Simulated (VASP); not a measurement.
# EuZrF4 (P4/mmm) in VASP: notebook

EuZrF4 is run at these levels: PBE; tasks: single point.

Program: VASP 6.6.1. These are calculated values, not measurements. Logs are shortened: lines on timing, memory, paths and dates and some standing lists are left out, and cuts for length are marked.

### Step 1. The cell of the first run

The structure is tetragonal, space group P4/mmm (No. 123). The conventional cell has a = 3.772 Å, b = 3.772 Å, c = 5.335 Å, α = 90.00°, β = 90.00°, γ = 90.00°. Within 3.1 Å of Eu (site symmetry 4/mmm) lie 8 F at 2.38 Å. Within 3.0 Å of Zr (site symmetry 4/mmm) lie 8 F at 2.24 Å. Within 3.0 Å of F (site symmetry 2mm) lie 2 Zr at 2.24 Å and 2 Eu at 2.38 Å and 6 F at 2.42 to 2.92 Å.

### Step 2. Single point, PBE, collinear spin, ferromagnetic start

Input file INCAR:

```
PREC = Accurate ; ENCUT = 520
EDIFF = 1E-6 ; ISMEAR = 0
SIGMA = 0.1 ; LREAL = False
LASPH = True ; NELM = 150
ALGO = Normal ; ISIF = 2
LWAVE = False ; LCHARG = False
ISPIN = 2 ; MAGMOM = 7 0 0 0 0 0
LORBIT = 11 ; LMAXMIX = 6
GGA = PE ; NBANDS = 42
```

Input file KPOINTS:

```
regular mesh
0
Gamma
  4 4 4
```

Input file POSCAR:

```
EuZrF4
1.0
    3.7722206000      0.0000000000      0.0000000000
    0.0000000000      3.7722206000      0.0000000000
    0.0000000000      0.0000000000      5.3346826500
Eu Zr F
1 1 4
Direct
    0.0000000000      0.0000000000      0.0000000000
    0.5000000000      0.5000000000      0.5000000000
    0.5000000000      0.0000000000      0.7265759700
    0.0000000000      0.5000000000      0.2734240300
    0.5000000000      0.0000000000      0.2734240300
    0.0000000000      0.5000000000      0.7265759700
```

Potentials or basis: VASP PAW PBE potentials, release 64 (Eu, Zr_sv, F).

Command:

```console
> cat potpaw_PBE.64/Eu/POTCAR potpaw_PBE.64/Zr_sv/POTCAR potpaw_PBE.64/F/POTCAR > POTCAR
> mpirun -np 1 vasp_std > vasp.out
```

OUTCAR:

```text
PREC = Accurate
   ENCUT = 520
   EDIFF = 1E-6
   ISMEAR = 0
   LREAL = False
   LASPH = True
   NELM = 150
   ISIF = 2
   ISPIN = 2
   LORBIT = 11
   GGA = PE

 ion  position               nearest neighbor table
   1  0.000  0.000  0.000-   3 2.38   4 2.38   5 2.38   6 2.38   4 2.38   6 2.38   3 2.38   5 2.38

   2  0.500  0.500  0.500-   3 2.24   4 2.24   5 2.24   6 2.24   3 2.24   5 2.24   4 2.24   6 2.24

   3  0.500  0.000  0.727-   2 2.24   2 2.24   1 2.38   1 2.38
   4  0.000  0.500  0.273-   2 2.24   2 2.24   1 2.38   1 2.38
   5  0.500  0.000  0.273-   2 2.24   2 2.24   1 2.38   1 2.38
   6  0.000  0.500  0.727-   2 2.24   2 2.24   1 2.38   1 2.38

  LATTYP: Found a simple tetragonal cell.
 ALAT       =     3.7722206000
 C/A-ratio  =     1.4142021943

  Lattice vectors:

 A1 = (   3.7722206000,   0.0000000000,   0.0000000000)
 A2 = (   0.0000000000,   3.7722206000,   0.0000000000)
 A3 = (   0.0000000000,   0.0000000000,   5.3346826500)

Analysis of symmetry for initial positions (statically):
=====================================================================
 Subroutine PRICEL returns:
 Original cell was already a primitive cell.

 Routine SETGRP: Setting up the symmetry group for a
 simple tetragonal supercell.

 Subroutine GETGRP returns: Found 16 space group operations
 (whereof 16 operations were pure point group operations)
 out of a pool of 16 trial point group operations.

The static configuration has the point symmetry D_4h.

Analysis of symmetry for dynamics (positions and initial velocities):
=====================================================================
 Subroutine PRICEL returns:
 Original cell was already a primitive cell.

 Routine SETGRP: Setting up the symmetry group for a
 simple tetragonal supercell.

 Subroutine GETGRP returns: Found 16 space group operations
 (whereof 16 operations were pure point group operations)
 out of a pool of 16 trial point group operations.

The dynamic configuration has the point symmetry D_4h.

Analysis of structural, dynamic, and magnetic symmetry:
=====================================================================
 Subroutine PRICEL returns:
 Original cell was already a primitive cell.

 Routine SETGRP: Setting up the symmetry group for a
 simple tetragonal supercell.

 Subroutine GETGRP returns: Found 16 space group operations
 (whereof 16 operations were pure point group operations)
 out of a pool of 16 trial point group operations.

The overall configuration has the point symmetry D_4h.

 Subroutine INISYM returns: Found 16 space group operations
 (whereof 16 operations are pure point group operations),
 and found     1 'primitive' translations

----------------------------------------------------------------------------------------

                                     Primitive cell

  volume of cell :      75.9107

  direct lattice vectors                    reciprocal lattice vectors
     3.772220600  0.000000000  0.000000000     0.265095843  0.000000000  0.000000000
     0.000000000  3.772220600  0.000000000     0.000000000  0.265095843  0.000000000
     0.000000000  0.000000000  5.334682650     0.000000000  0.000000000  0.187452575

  length of vectors
     3.772220600  3.772220600  5.334682650     0.265095843  0.265095843  0.187452575

  position of ions in fractional coordinates (direct lattice)
     0.000000000  0.000000000  0.000000000
     0.500000000  0.500000000  0.500000000
     0.500000000  0.000000000  0.726575970
     0.000000000  0.500000000  0.273424030
     0.500000000  0.000000000  0.273424030
     0.000000000  0.500000000  0.726575970

  ion indices of the primitive-cell ions
   primitive index   ion index
                 1           1
                 2           2
                 3           3
                 4           4
                 5           5
                 6           6

----------------------------------------------------------------------------------------

 KPOINTS: regular mesh

Automatic generation of k-mesh.
 Grid dimensions read from file:
 generate k-points for:    4    4    4

 Generating k-lattice:

  Cartesian coordinates                     Fractional coordinates (reciprocal lattice)
     0.066273961  0.000000000  0.000000000     0.250000000  0.000000000  0.000000000
     0.000000000  0.066273961  0.000000000     0.000000000  0.250000000  0.000000000
     0.000000000  0.000000000  0.046863144     0.000000000  0.000000000  0.250000000

  Length of vectors
     0.066273961  0.066273961  0.046863144

  Shift w.r.t. Gamma in fractional coordinates (k-lattice)
     0.000000000  0.000000000  0.000000000

 Subroutine IBZKPT returns following result:
 ===========================================

 Found     18 irreducible k-points:

 Following reciprocal coordinates:
            Coordinates               Weight
  0.000000  0.000000  0.000000      1.000000
  0.250000  0.000000  0.000000      4.000000
  0.500000  0.000000  0.000000      2.000000
  0.250000  0.250000  0.000000      4.000000
  0.500000  0.250000  0.000000      4.000000
  0.500000  0.500000  0.000000      1.000000
[... 10 lines left out ...]
  0.500000  0.250000  0.500000      4.000000
  0.500000  0.500000  0.500000      1.000000
   k-points           NKPTS =     18   k-points in BZ     NKDIM =     18   number of bands    NBANDS=     42
   number of dos      NEDOS =    301   number of ions     NIONS =      6
   total plane-waves  NPLWV =  31360
   dimension x,y,z NGX =    28 NGY =   28 NGZ =   40
   dimension x,y,z NGXF=    56 NGYF=   56 NGZF=   80
   ions per type =               1   1   4
   NGX,Y,Z   is equivalent  to a cutoff of  12.34, 12.34, 12.47 a.u.
   NGXF,Y,Z  is equivalent  to a cutoff of  24.68, 24.68, 24.93 a.u.
 SYSTEM =  unknown system
   PREC   = accura    normal or accurate (medium, high low for compatibility)
   ISTART =      0    job   : 0-new  1-cont  2-samecut
   ICHARG =      2    charge: 1-file 2-atom 10-const
   ISPIN  =      2    spin polarized calculation?
   LNONCOLLINEAR =      F non collinear calculations
   LSORBIT =      F    spin-orbit coupling
   LASPH  =      T    aspherical Exc in radial PAW
   ENCUT  =  520.0 eV  38.22 Ry    6.18 a.u.   7.01  7.01  9.92*2*pi/ulx,y,z
   NELM   =    150;   NELMIN=  2; NELMDL= -5     # of ELM steps
   EDIFF  = 0.1E-05   stopping-criterion for ELM
   LREAL  =      F    real-space projection
   EDIFFG = 0.1E-04   stopping-criterion for IOM
   NSW    =      0    number of steps for IOM
   IBRION =     -1    ionic relax: 0-MD 1-quasi-New 2-CG
   NFREE  =      0    steps in history (QN), initial steepest desc. (CG)
   ISIF   =      2    stress and relaxation
   ISYM   =      2    0-nonsym 1-usesym 2-fastsym
   POTIM  = 0.5000    time-step for ionic-motion
   TEBEG  =    0.0;   TEEND  =   0.0 temperature during run
   PSTRESS=    0.0 pullay stress
   NELECT =      57.0000    total number of electrons
   NUPDOWN=      -1.0000    fix difference up-down
   EMIN   =  10.00;   EMAX   =-10.00  energy-range for DOS
   EFERMI =   0.00;   METHOD = LEGACY
   ISMEAR =     0;   SIGMA  =   0.10  broadening in eV -4-tet -1-fermi 0-gaus
   EFERMI_NEDOS =   21; number of points for ismear=-14 and -15
   IALGO  =     38    algorithm
   IMIX   =      4    mixing-type and parameters
     AMIX     =   0.40;   BMIX     =  1.00
     AMIX_MAG =   1.60;   BMIX_MAG =  1.00
  volume/ion in A,a.u.               =      12.65        85.38
  Fermi-wavevector in a.u.,A,eV,Ry     =   1.487986  2.811886 30.124694  2.214103
  Thomas-Fermi vector in A             =   2.601078
   LORBIT       =     11    0 simple, 1 ext, 2 COOP (PROOUT), +10 PAW based schemes
   GGA     = PE    functional components
   LHFCALC =     F    Hartree Fock is set to
   AEXX    =    0.0000 exact exchange contribution
   IVDW    =     0    specifies the selected vdW correction
   LEPSILON=     F    determine dielectric tensor
   LRPA    =     F    only Hartree local field effects (RPA)
 spin polarized calculation
 Gauss-broadening in eV      SIGMA  =   0.10
  energy-cutoff  :      520.00
  volume of cell :       75.91
 maximum number of plane-waves:      2072
   NGX = 15   NGY = 15   NGZ = 19

 number of electron      56.9999943 magnetization       5.1907172

 Free energy of the ion-electron system (eV)
  ---------------------------------------------------
  ext. energy  EPLUGINS =         0.00000000
  ---------------------------------------------------
  free energy    TOTEN  =       -45.00660470 eV

  energy without entropy =      -44.99896990  energy(sigma->0) =      -45.00278730

 E-fermi :   8.1047     XC(G=0): -11.0673

 val. band max:        8.0989106692   @ k =   0.5000   0.0000   0.5000
 cond. band min:       8.1205830676   @ k =   0.5000   0.0000   0.2500
 fundamental gap:      0.0216723984
 Fermi energy:         8.1046654403

 spin component 1

 k-point     1 :       0.0000    0.0000    0.0000
  band No.  band energies     occupation
      1     -41.8713      1.00000
      2     -34.1079      1.00000
      3     -21.2611      1.00000
      4     -19.9275      1.00000
      5     -19.9275      1.00000
      6     -19.8231      1.00000
[... 32 lines left out ...]
     39      12.0623      0.00000
     40      12.9126      0.00000

 k-point     2 :       0.2500    0.0000    0.0000
  band No.  band energies     occupation
      1     -41.8649      1.00000
      2     -34.0920      1.00000
      3     -21.0402      1.00000
      4     -20.9059      1.00000
      5     -19.9203      1.00000
      6     -19.7601      1.00000
[... 677 lines left out ...]
     39      12.2197      0.00000
     40      12.5481      0.00000

 k-point    18 :       0.5000    0.5000    0.5000
  band No.  band energies     occupation
      1     -41.8458      1.00000
      2     -34.0437      1.00000
      3     -21.3239      1.00000
      4     -21.3239      1.00000
      5     -20.0569      1.00000
      6     -19.6167      1.00000
[... 32 lines left out ...]
     39      11.9172      0.00000
     40      11.9172      0.00000
 Fermi energy:         8.1046654403

 spin component 2

 k-point     1 :       0.0000    0.0000    0.0000
  band No.  band energies     occupation
      1     -42.6082      1.00000
      2     -31.0569      1.00000
      3     -21.7539      1.00000
      4     -20.8190      1.00000
      5     -20.8188      1.00000
      6     -19.8416      1.00000
[... 32 lines left out ...]
     39      12.7558      0.00000
     40      13.2840      0.00000

 k-point     2 :       0.2500    0.0000    0.0000
  band No.  band energies     occupation
      1     -42.6019      1.00000
      2     -31.0331      1.00000
      3     -21.5702      1.00000
      4     -21.4948      1.00000
      5     -20.8117      1.00000
      6     -19.7835      1.00000
[... 677 lines left out ...]
     39      12.8750      0.00000
     40      12.9294      0.00000

 k-point    18 :       0.5000    0.5000    0.5000
  band No.  band energies     occupation
      1     -42.5833      1.00000
      2     -30.9603      1.00000
      3     -21.8902      1.00000
      4     -21.8901      1.00000
      5     -20.8738      1.00000
      6     -19.6034      1.00000
[... 32 lines left out ...]
     39      12.6305      0.00000
     40      12.9823      0.00000
 [bands above 40 left out]

------------------------ aborting loop because EDIFF is reached ----------------------------------------

  FORCE on cell =-STRESS in cart. coord.  units (eV):
  Direction    XX          YY          ZZ          XY          YZ          ZX
  --------------------------------------------------------------------------------------
  -------------------------------------------------------------------------------------
  Total       10.4663461     10.4663461     10.1140736      0.0000000     -0.0000000      0.0000000
  in kB      220.9036653    220.9036653    213.4685694      0.0000000     -0.0000000      0.0000000
  external PRESSURE =     218.4253000 kB  Pullay stress =       0.0000000 kB

 VOLUME and BASIS-vectors are now :
 -----------------------------------------------------------------------------
  energy-cutoff  :      520.00
  volume of cell :       75.91
      direct lattice vectors                 reciprocal lattice vectors
     3.772220600  0.000000000  0.000000000     0.265095843  0.000000000  0.000000000
     0.000000000  3.772220600  0.000000000     0.000000000  0.265095843  0.000000000
     0.000000000  0.000000000  5.334682650     0.000000000  0.000000000  0.187452575

 POSITION                                       TOTAL-FORCE (eV/Angst)
 -----------------------------------------------------------------------------------
      0.00000      0.00000      0.00000        -0.000000      0.000000      0.000000
      1.88611      1.88611      2.66734        -0.000000      0.000000      0.000000
      1.88611      0.00000      3.87605        -0.000000     -0.000000      0.010270
      0.00000      1.88611      1.45863         0.000000      0.000000     -0.010270
      1.88611      0.00000      1.45863         0.000000     -0.000000     -0.010270
      0.00000      1.88611      3.87605        -0.000000      0.000000      0.010270
 -----------------------------------------------------------------------------------
    total drift:                                0.000000     -0.000000      0.000000

  FREE ENERGIE OF THE ION-ELECTRON SYSTEM (eV)
  ---------------------------------------------------
  free  energy   TOTEN  =       -45.0066047008 eV

  energy  without entropy=      -44.9989698964  energy(sigma->0) =      -45.00278730

 total charge

# of ion       s       p       d       f       tot
--------------------------------------------------
    1        2.026   5.820   0.318   6.785  14.948
    2        2.102   5.973   1.768   0.000   9.843
    3        1.738   4.413   0.000   0.000   6.151
    4        1.738   4.413   0.000   0.000   6.151
    5        1.738   4.413   0.000   0.000   6.151
    6        1.738   4.413   0.000   0.000   6.151
--------------------------------------------------
tot         11.080  29.443   2.087   6.785  49.395

 magnetization (x)

# of ion       s       p       d       f       tot
--------------------------------------------------
    1       -0.017  -0.119   0.041   6.697   6.602
    2       -0.011  -0.005  -1.168   0.000  -1.184
    3       -0.000  -0.025   0.000   0.000  -0.026
    4       -0.000  -0.025   0.000   0.000  -0.026
    5       -0.000  -0.025   0.000   0.000  -0.026
    6       -0.000  -0.025   0.000   0.000  -0.026
--------------------------------------------------
tot         -0.029  -0.226  -1.127   6.697   5.314
```

It took 84 s on 1 thread of Intel Xeon 6975P-C (Granite Rapids), shared host; peak memory 0.27 GiB.

Results:

```
Free energy                                           : -45.0066 eV
Pressure                                              : 21.8 GPa
Largest force                                         : 0.010 eV/Å
Net moment                                            : 5.19 μB per cell
Site moments                                          : Eu +6.60; Zr -1.18; F -0.03 μB
Valence electrons inside the program's atomic spheres : Eu 14.95; Zr 9.84; F 6.15
```

Forces on the atoms (eV/Å):
```
Eu   0.000  0.000  0.000
Zr   0.000  0.000  0.000
F    0.000  0.000  0.010
F    0.000  0.000 -0.010
F    0.000  0.000 -0.010
F    0.000  0.000  0.010
```

Caveat: the k points lie up to 0.42 Å⁻¹ apart; spin-orbit coupling is left out, which moves the levels of the heavy elements; a cell with one magnetic atom can't hold antiferromagnetic order, which such compounds often take; without U or exact exchange the open f shell lies at the Fermi level, which spoils levels, moments and volumes. With open d or f shells a metallic result of PBE can be an artefact of self-interaction; +U or a hybrid may open a gap.

### Step 3. Single point, PBE, collinear spin, ferromagnetic start

This run uses another cell than the first one, of 15.11 Å³/atom, 1.195 times its volume.

Input file INCAR:

```
SYSTEM = EuZrF4
PREC     = Accurate       ! precision mode
ENCUT    = 520            ! plane-wave cutoff, eV
EDIFF    = 1E-7           ! SCF threshold, eV
ISMEAR   = 0              ! smearing method
SIGMA    = 0.1            ! smearing width, eV
LREAL    = .False.        ! projectors in reciprocal space
LASPH    = .True.         ! aspherical terms in the spheres
NELM     = 150            ! most SCF steps
ALGO     = Normal         ! electronic algorithm
ISIF     = 2              ! what is computed and relaxed
LWAVE    = .False.        ! write WAVECAR
LCHARG   = .True.         ! write CHGCAR
ISPIN    = 2              ! spin polarisation
MAGMOM   = 7 0 0 0 0 0    ! initial moments
LORBIT   = 11             ! projections on sites
LMAXMIX  = 6              ! l up to which the mixer works
GGA      = PE             ! functional
LELF     = .True.         ! ELF
LVHAR    = .True.       
NBANDS   = 42             ! bands
```

Input file KPOINTS:

```
Automatic mesh
0
Gamma
  4 4 4
  0 0 0
```

Input file POSCAR:

```
EuZrF4
1.0
    4.0230284609      0.0000000000      0.0000000000
    0.0000000000      4.0230284609      0.0000000000
    0.0000000000      0.0000000000      5.6034075100
Eu Zr F
1 1 4
Direct
    0.0000000000      0.0000000000      0.0000000000
    0.5000000000      0.5000000000      0.5000000000
    0.5000000000      0.0000000000      0.7275246839
    0.0000000000      0.5000000000      0.2724753161
    0.5000000000      0.0000000000      0.2724753161
    0.0000000000      0.5000000000      0.7275246839
```

Potentials or basis: VASP PAW PBE potentials, release 64 (Eu, Zr_sv, F).

Command:

```console
> cat potpaw_PBE.64/Eu/POTCAR potpaw_PBE.64/Zr_sv/POTCAR potpaw_PBE.64/F/POTCAR > POTCAR
> mpirun -np 1 vasp_std > vasp.out
```

Run time: 3.5 min. Hardware: 1 thread of Intel Xeon 6975P-C (Granite Rapids), shared host; peak memory 0.29 GiB.

The run converged. Its results:

```yaml
Free_energy: -45.8825 eV
Pressure: -0.3 GPa
Largest_force: 0.006 eV/Å
Net_moment: 5.06 μB per cell
Site_moments: Eu +6.64; Zr -1.28; F -0.02 μB
Valence_electrons_inside_the_program's_atomic_spheres: Eu 14.83; Zr 9.68; F 6.10
```

Forces in eV/Å, atoms in the order of the input:
```
Eu   0.000  0.000  0.000
Zr   0.000  0.000  0.000
F    0.000  0.000  0.006
F    0.000  0.000 -0.006
F    0.000  0.000 -0.006
F    0.000  0.000  0.006
```

Stress tensor (GPa, compression positive):
```
-0.29  0.00  0.00
 0.00 -0.29  0.00
 0.00  0.00 -0.17
```

Levels at points of the mesh, in eV from the Fermi level:
Spin up:
| k point | band 27 | band 28 | band 29 | band 30 | band 31 | band 32 | band 33 | band 34 | band 35 | band 36 |
| --- | --- | --- | --- | --- | --- | --- | --- | --- | --- | --- |
| (0.00, 0.00, 0.00) | -0.36 | -0.36 | -0.28 | -0.25 | -0.25 | -0.19 | 0.80 | 1.54 | 1.84 | 1.92 |
| (0.50, 0.00, 0.00) | -0.34 | -0.34 | -0.31 | -0.24 | -0.20 | 0.80 | 1.80 | 1.94 | 2.01 | 2.40 |
| (0.50, 0.50, 0.00) | -0.33 | -0.32 | -0.32 | -0.31 | -0.17 | 0.00 | 1.09 | 1.47 | 1.47 | 2.68 |
| (0.00, 0.00, 0.50) | -0.36 | -0.30 | -0.25 | -0.25 | -0.23 | 0.70 | 1.35 | 1.76 | 2.13 | 2.50 |
| (0.50, 0.00, 0.50) | -0.34 | -0.34 | -0.33 | -0.24 | -0.21 | 1.40 | 1.55 | 1.79 | 2.42 | 2.45 |
| (0.50, 0.50, 0.50) | -0.38 | -0.32 | -0.32 | -0.32 | -0.18 | 0.62 | 1.35 | 1.64 | 1.64 | 1.69 |
Spin down:
| k point | band 24 | band 25 | band 26 | band 27 | band 28 | band 29 |
| --- | --- | --- | --- | --- | --- | --- |
| (0.00, 0.00, 0.00) | -6.95 | -1.20 | -0.23 | -0.05 | 1.75 | 1.90 |
| (0.50, 0.00, 0.00) | -7.00 | -0.85 | -0.04 | 1.34 | 1.84 | 2.20 |
| (0.50, 0.50, 0.00) | -7.01 | -0.95 | -0.35 | 0.93 | 0.93 | 2.06 |
| (0.00, 0.00, 0.50) | -7.14 | -0.46 | -0.20 | 0.60 | 1.55 | 2.29 |
| (0.50, 0.00, 0.50) | -7.25 | -0.37 | -0.06 | 1.07 | 1.99 | 2.17 |
| (0.50, 0.50, 0.50) | -7.14 | -0.31 | -0.24 | 0.78 | 1.00 | 1.00 |

Caveat: the k points lie up to 0.39 Å⁻¹ apart; spin-orbit coupling is left out, which moves the levels of the heavy elements; a cell with one magnetic atom can't hold antiferromagnetic order, which such compounds often take; without U or exact exchange the open f shell lies at the Fermi level, which spoils levels, moments and volumes. The state reached can hang on the start; a lower one may exist.
